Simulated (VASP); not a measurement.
# Mo16F (a cell with a defect) in VASP: single point with PBE

Aim: the single point of Mo16F (a cell with a defect) with PBE.

Program: VASP 6.6.1. These are calculated values, not measurements. Logs are shortened: lines on timing, memory, paths and dates and some standing lists are left out, and cuts for length are marked.

### Step 1. The cell of the first run

The cell holds a defect, 17 atoms: a = 6.300 Å, b = 6.300 Å, c = 6.300 Å, α = 90.00°, β = 90.00°, γ = 90.00°.

### Step 2. Single point, PBE

The input, INCAR:

```
PREC = Accurate ; ENCUT = 520
EDIFF = 1E-6 ; ISMEAR = -1
SIGMA = 0.002 ; LREAL = F
LASPH = T ; NELM = 120
ALGO = Normal ; ISIF = 2
LWAVE = F ; LCHARG = F
GGA = PE ; NBANDS = 130
GGA_COMPAT = F
```

The input, KPOINTS:

```
regular mesh
0
Gamma
  2 2 2
```

The input, POSCAR:

```
Mo16F
1.0
    6.3000000000      0.0000000000      0.0000000000
    0.0000000000      6.3000000000      0.0000000000
    0.0000000000      0.0000000000      6.3000000000
Mo F
16 1
Direct
   -0.0060793651     -0.0060000000     -0.0142380952
    0.5366349206     -0.0298253968      0.0156825397
    0.0064126984      0.5028571429     -0.0030476190
   -0.0163333333     -0.0073015873      0.4938095238
    0.2491269841      0.2648253968      0.2866984127
    0.5090000000      0.5081904762     -0.0030476190
    0.4998571429      0.0023174603      0.5070000000
    0.7556984127      0.2463809524      0.2576031746
   -0.0020793651      0.4950634921      0.5143809524
    0.2308095238      0.7521428571      0.2544285714
    0.2441904762      0.2608412698      0.7161269841
    0.4994761905      0.5165873016      0.4863333333
    0.7456507937      0.7368253968      0.2511111111
    0.7383333333      0.2523809524      0.7423174603
    0.2450952381      0.7642380952      0.7486666667
    0.7467777778      0.7385873016      0.7446190476
    0.2788571429      0.1424603175     -0.0022539683
```

Potentials or basis: VASP PAW PBE potentials, release 64 (Mo_sv, F).

Launch:

```sh
cat potpaw_PBE.64/Mo_sv/POTCAR potpaw_PBE.64/F/POTCAR > POTCAR
mpirun -np 1 vasp_std > vasp.out
```

OUTCAR:

```text
PREC = Accurate
   ENCUT = 520
   EDIFF = 1E-6
   ISMEAR = -1
   LREAL = F
   LASPH = T
   NELM = 120
   ISIF = 2
   GGA = PE

 ion  position               nearest neighbor table
   1  0.994  0.994  0.986-  17 2.03  15 2.61  16 2.71  10 2.72  14 2.76   8 2.78  13 2.80  11 2.86
                             2 2.89   5 3.02   3 3.10   4 3.10   4 3.20   3 3.21   2 3.43
   2  0.537  0.970  0.016-  17 1.96  13 2.47  16 2.61   8 2.69  14 2.78  10 2.80  15 2.81   1 2.89
                             6 2.92   5 3.11   7 3.11  11 3.21   7 3.22   6 3.40   1 3.43
   3  0.006  0.503  0.997-  10 2.66  16 2.72  15 2.72  13 2.73  11 2.77   8 2.79  14 2.81   5 2.81
                             9 3.04   1 3.10   6 3.13   6 3.17   1 3.21   9 3.26
   4  0.984  0.993  0.494-   8 2.61  10 2.64  13 2.68  16 2.70  15 2.71   5 2.73  11 2.74  14 2.74
                             7 3.05   1 3.10   9 3.14   9 3.17   1 3.20   7 3.25
   5  0.249  0.265  0.287-  17 1.99  12 2.57   9 2.58   7 2.68  11 2.71   4 2.73   3 2.81   6 2.89
                             1 3.02  10 3.08   2 3.11   8 3.12   8 3.20  10 3.24
   6  0.509  0.508  0.997-  13 2.62  16 2.62  14 2.69  15 2.80   8 2.80  10 2.84  11 2.89   5 2.89
                             2 2.92  12 3.08   3 3.13   3 3.17  12 3.22   2 3.40
   7  0.500  0.002  0.507-  14 2.63  11 2.64  15 2.67   5 2.68  16 2.72   8 2.73  13 2.79  10 2.81
                             4 3.05  12 3.06   2 3.11   2 3.22  12 3.24   4 3.25
   8  0.756  0.246  0.258-   4 2.61   2 2.69   9 2.72   7 2.73  12 2.75   1 2.78   3 2.79   6 2.80
                            14 3.06  13 3.09   5 3.12   5 3.20  13 3.21  14 3.25
   9  0.998  0.495  0.514-  11 2.49   5 2.58  16 2.64  14 2.66   8 2.72  10 2.73  15 2.73  13 2.76
                             3 3.04   4 3.14  12 3.15  12 3.17   4 3.17   3 3.26
  10  0.231  0.752  0.254-   4 2.64   3 2.66  12 2.68   1 2.72   9 2.73   2 2.80   7 2.81   6 2.84
                            13 3.06   5 3.08  15 3.12  15 3.19   5 3.24  13 3.25
  11  0.244  0.261  0.716-  17 1.94   9 2.49   7 2.64  12 2.70   5 2.71   4 2.74   3 2.77   1 2.86
                             6 2.89  14 3.12  15 3.14  15 3.18  14 3.19   2 3.21
  12  0.499  0.517  0.486-  13 2.55   5 2.57  16 2.65  10 2.68  11 2.70   8 2.75  14 2.76  15 2.78
                             7 3.06   6 3.08   9 3.15   9 3.17   6 3.22   7 3.24
  13  0.746  0.737  0.251-   2 2.47  12 2.55   6 2.62   4 2.68   3 2.73   9 2.76   7 2.79   1 2.80
                            10 3.06   8 3.09  16 3.11  16 3.19   8 3.21  10 3.25
  14  0.738  0.252  0.742-   7 2.63   9 2.66   6 2.69   4 2.74   1 2.76  12 2.76   2 2.78   3 2.81
                             8 3.06  16 3.06  11 3.12  11 3.19  16 3.24   8 3.25
  15  0.245  0.764  0.749-   1 2.61   7 2.67   4 2.71   3 2.72   9 2.73  12 2.78   6 2.80   2 2.81
                            10 3.12  11 3.14  16 3.14  16 3.16  11 3.18  10 3.19
  16  0.747  0.739  0.745-   2 2.61   6 2.62   9 2.64  12 2.65   4 2.70   1 2.71   3 2.72   7 2.72
                            14 3.06  13 3.11  15 3.14  15 3.16  13 3.19  14 3.24
  17  0.279  0.142  0.998-  11 1.94   2 1.96   5 1.99   1 2.03

  LATTYP: Found a simple cubic cell.
 ALAT       =     6.3000000000

  Lattice vectors:

 A1 = (   6.3000000000,   0.0000000000,   0.0000000000)
 A2 = (   0.0000000000,   6.3000000000,   0.0000000000)
 A3 = (   0.0000000000,   0.0000000000,   6.3000000000)

Analysis of symmetry for initial positions (statically):
=====================================================================
 Subroutine PRICEL returns:
 Original cell was already a primitive cell.

 Routine SETGRP: Setting up the symmetry group for a
 simple cubic supercell.

 Subroutine GETGRP returns: Found  1 space group operations
 (whereof  1 operations were pure point group operations)
 out of a pool of 48 trial point group operations.

The static configuration has the point symmetry C_1 .

Analysis of symmetry for dynamics (positions and initial velocities):
=====================================================================
 Subroutine PRICEL returns:
 Original cell was already a primitive cell.

 Routine SETGRP: Setting up the symmetry group for a
 simple cubic supercell.

 Subroutine GETGRP returns: Found  1 space group operations
 (whereof  1 operations were pure point group operations)
 out of a pool of 48 trial point group operations.

The dynamic configuration has the point symmetry C_1 .

 Subroutine INISYM returns: Found  1 space group operations
 (whereof  1 operations are pure point group operations),
 and found     1 'primitive' translations

----------------------------------------------------------------------------------------

                                     Primitive cell

  volume of cell :     250.0470

[... 58 lines left out ...]
     0.079365079  0.000000000  0.000000000     0.500000000  0.000000000  0.000000000
     0.000000000  0.079365079  0.000000000     0.000000000  0.500000000  0.000000000
     0.000000000  0.000000000  0.079365079     0.000000000  0.000000000  0.500000000

  Length of vectors
     0.079365079  0.079365079  0.079365079

  Shift w.r.t. Gamma in fractional coordinates (k-lattice)
     0.000000000  0.000000000  0.000000000

 Subroutine IBZKPT returns following result:
 ===========================================

 Found      8 irreducible k-points:

 Following reciprocal coordinates:
            Coordinates               Weight
  0.000000  0.000000  0.000000      1.000000
  0.500000  0.000000  0.000000      1.000000
  0.000000  0.500000  0.000000      1.000000
  0.000000  0.000000  0.500000      1.000000
  0.500000  0.500000  0.000000      1.000000
  0.000000  0.500000  0.500000      1.000000
  0.500000  0.000000  0.500000      1.000000
  0.500000  0.500000  0.500000      1.000000
   k-points           NKPTS =      8   k-points in BZ     NKDIM =      8   number of bands    NBANDS=    130
   number of dos      NEDOS =    301   number of ions     NIONS =     17
   total plane-waves  NPLWV = 110592
   dimension x,y,z NGX =    48 NGY =   48 NGZ =   48
   dimension x,y,z NGXF=    96 NGYF=   96 NGZF=   96
   ions per type =              16   1
   NGX,Y,Z   is equivalent  to a cutoff of  12.67, 12.67, 12.67 a.u.
   NGXF,Y,Z  is equivalent  to a cutoff of  25.33, 25.33, 25.33 a.u.
 SYSTEM =  unknown system
   PREC   = accura    normal or accurate (medium, high low for compatibility)
   ISTART =      0    job   : 0-new  1-cont  2-samecut
   ICHARG =      2    charge: 1-file 2-atom 10-const
   ISPIN  =      1    spin polarized calculation?
   LNONCOLLINEAR =      F non collinear calculations
   LSORBIT =      F    spin-orbit coupling
   LASPH  =      T    aspherical Exc in radial PAW
   ENCUT  =  520.0 eV  38.22 Ry    6.18 a.u.  11.71 11.71 11.71*2*pi/ulx,y,z
   NELM   =    120;   NELMIN=  2; NELMDL= -5     # of ELM steps
   EDIFF  = 0.1E-05   stopping-criterion for ELM
   LREAL  =      F    real-space projection
   EDIFFG = 0.1E-04   stopping-criterion for IOM
   NSW    =      0    number of steps for IOM
   IBRION =     -1    ionic relax: 0-MD 1-quasi-New 2-CG
   NFREE  =      0    steps in history (QN), initial steepest desc. (CG)
   ISIF   =      2    stress and relaxation
   ISYM   =      2    0-nonsym 1-usesym 2-fastsym
   POTIM  = 0.5000    time-step for ionic-motion
   TEBEG  =    0.0;   TEEND  =   0.0 temperature during run
   PSTRESS=    0.0 pullay stress
   NELECT =     231.0000    total number of electrons
   NUPDOWN=      -1.0000    fix difference up-down
   EMIN   =  10.00;   EMAX   =-10.00  energy-range for DOS
   EFERMI =   0.00;   METHOD = LEGACY
   ISMEAR =    -1;   SIGMA  =   0.00  broadening in eV -4-tet -1-fermi 0-gaus
   EFERMI_NEDOS =   21; number of points for ismear=-14 and -15
   IALGO  =     38    algorithm
   IMIX   =      4    mixing-type and parameters
     AMIX     =   0.40;   BMIX     =  1.00
     AMIX_MAG =   1.60;   BMIX_MAG =  1.00
  volume/ion in A,a.u.               =      14.71        99.26
  Fermi-wavevector in a.u.,A,eV,Ry     =   1.594428  3.013032 34.588744  2.542201
  Thomas-Fermi vector in A             =   2.692504
   LORBIT       =      0    0 simple, 1 ext, 2 COOP (PROOUT), +10 PAW based schemes
   GGA     = PE    functional components
   LHFCALC =     F    Hartree Fock is set to
   AEXX    =    0.0000 exact exchange contribution
   IVDW    =     0    specifies the selected vdW correction
   LEPSILON=     F    determine dielectric tensor
   LRPA    =     F    only Hartree local field effects (RPA)
 non-spin polarized calculation
  energy-cutoff  :      520.00
  volume of cell :      250.05
 maximum number of plane-waves:      6776
 NGX is ok and might be reduce to    48
   NGX = 23   NGY = 23   NGZ = 23

 number of electron     231.0000000 magnetization

 Free energy of the ion-electron system (eV)
  ---------------------------------------------------
  ext. energy  EPLUGINS =         0.00000000
  ---------------------------------------------------
  free energy    TOTEN  =      -174.25788235 eV

  energy without entropy =     -174.25724161  energy(sigma->0) =     -174.25756198

 E-fermi :  12.8310     XC(G=0): -13.4952

 val. band max:       12.8296293234   @ k =   0.5000   0.0000   0.5000
 cond. band min:      12.8322906087   @ k =   0.5000   0.0000   0.0000
 fundamental gap:      0.0026612853
 Fermi energy:        12.8309599661

 k-point     1 :       0.0000    0.0000    0.0000
  band No.  band energies     occupation
      1     -48.3918      2.00000
      2     -48.2797      2.00000
      3     -48.2306      2.00000
      4     -48.1797      2.00000
      5     -48.1187      2.00000
      6     -48.0724      2.00000
[... 1029 lines left out ...]
    126      14.5597      0.00000
    127      14.6640      0.00000
 [bands above 127 left out]

------------------------ aborting loop because EDIFF is reached ----------------------------------------

  FORCE on cell =-STRESS in cart. coord.  units (eV):
  Direction    XX          YY          ZZ          XY          YZ          ZX
  --------------------------------------------------------------------------------------
  -------------------------------------------------------------------------------------
  Total       21.6881310     24.2437857     31.2000425     -2.8568196     -1.2334406      1.7458451
  in kB      138.9668015    155.3421708    199.9144193    -18.3050851     -7.9032764     11.1865109
  external PRESSURE =     164.7411305 kB  Pullay stress =       0.0000000 kB

 VOLUME and BASIS-vectors are now :
 -----------------------------------------------------------------------------
  energy-cutoff  :      520.00
  volume of cell :      250.05
      direct lattice vectors                 reciprocal lattice vectors
     6.300000000  0.000000000  0.000000000     0.158730159  0.000000000  0.000000000
     0.000000000  6.300000000  0.000000000     0.000000000  0.158730159  0.000000000
     0.000000000  0.000000000  6.300000000     0.000000000  0.000000000  0.158730159

 POSITION                                       TOTAL-FORCE (eV/Angst)
 -----------------------------------------------------------------------------------
      6.26170      6.26220      6.21030        -1.467237     -0.402113      0.644207
      3.38080      6.11210      0.09880         0.891531     -0.059933     -0.979432
      0.04040      3.16800      6.28080        -0.443027      0.010902      0.378704
      6.19710      6.25400      3.11100         0.864676      0.063757      0.333508
      1.56950      1.66840      1.80620        -0.232346      0.496614     -0.977560
      3.20670      3.20160      6.28080        -0.560006     -0.409630     -0.087403
[... 9 lines left out ...]
      4.70470      4.65310      4.69110         0.069606      1.035376      0.487259
      1.75680      0.89750      6.28580        -0.539391      0.204167      1.151866
 -----------------------------------------------------------------------------------
    total drift:                               -0.000150     -0.000598     -0.000373

  FREE ENERGIE OF THE ION-ELECTRON SYSTEM (eV)
  ---------------------------------------------------
  free  energy   TOTEN  =      -174.2578823476 eV

  energy  without entropy=     -174.2572416141  energy(sigma->0) =     -174.25756198
```

It took 6.8 min on 1 thread of Intel Xeon 8259CL, shared host; peak memory 0.42 GiB.

What came out:

```yaml
Free_energy: -174.2579 eV
Pressure: 16.5 GPa
Largest_force: 2.086 eV/Å
Band_gap_on_the_k_mesh: zero (an odd number of electrons rules out a gap without spin polarisation)
```

Forces in eV/Å, atoms in the order of the input:
```
Mo  -1.467 -0.402  0.644
Mo   0.892 -0.060 -0.979
Mo  -0.443  0.011  0.379
Mo   0.865  0.064  0.334
Mo  -0.232  0.497 -0.978
Mo  -0.560 -0.410 -0.087
Mo   0.113 -0.260 -0.557
Mo  -0.507  0.234 -0.881
Mo  -0.551  0.875 -1.630
Mo   0.848 -0.316 -0.308
Mo   0.073  0.995  0.009
Mo  -0.283 -1.421  1.500
Mo   1.019  0.654  0.114
Mo   0.574 -0.127  0.793
Mo   0.130 -1.573  0.008
Mo   0.070  1.035  0.487
F   -0.539  0.204  1.152
```

Caveat: the k points lie up to 0.50 Å⁻¹ apart, too coarse for converged energies and pressures of a metal.
